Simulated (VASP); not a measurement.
Set up this calculation in VASP 6.6.1, as the native input.

```yaml
Task: single point
Functional: PBE
Dispersion: D4
Potentials_or_basis: VASP PAW PBE potentials, release 64 (Hg, Te)
Cutoff: 520 eV
k_mesh: 7 × 7 × 7
Occupations: fermi-dirac, width 0.05 eV
Spin: no spin polarisation
Dipole_correction: no
Further_INCAR_settings: ALGO = Normal; EDIFF = 1e-06; NBANDS = 16
```

The structure of HgTe (Coloradoite) lies in POSCAR:

```
HgTe
1.0
    0.0000000000      3.1929255244      3.1929255244
    3.1929255244      0.0000000000      3.1929255244
    3.1929255244      3.1929255244      0.0000000000
Hg Te
1 1
Direct
    0.0000000000      0.0000000000      0.0000000000
    0.7500000000      0.7500000000      0.7500000000
```

The input as run:

INCAR

```
PREC = Accurate
ENCUT = 520
EDIFF = 1E-6
ISMEAR = -1
SIGMA = 0.05
LREAL = False
LASPH = True
NELM = 100
ALGO = Normal
ISIF = 2
LWAVE = False
LCHARG = False
GGA = PE
IVDW = 13
NBANDS = 16
```

KPOINTS

```
regular mesh
0
Gamma
  7 7 7
```

Potentials or basis: VASP PAW PBE potentials, release 64 (Hg, Te).

Run with:

```bash
$ cat potpaw_PBE.64/Hg/POTCAR potpaw_PBE.64/Te/POTCAR > POTCAR
$ mpirun -np 1 vasp_std > vasp.out
```

It gave:

```json
{
  "Pressure": "3.6 GPa",
  "Band gap on the k mesh": "zero (filled and empty bands touch)",
  "Dispersion energy per atom": "-0.399 eV"
}
```

Caveat: spin-orbit coupling is left out, which moves the levels of the heavy elements; pairwise dispersion overbinds metals, which lowers pressure and volume.

Wall time 11 s on 1 thread of Intel(R) Xeon(R) Platinum 8559C (Emerald Rapids) (shared host), peak memory 0.2 GiB.
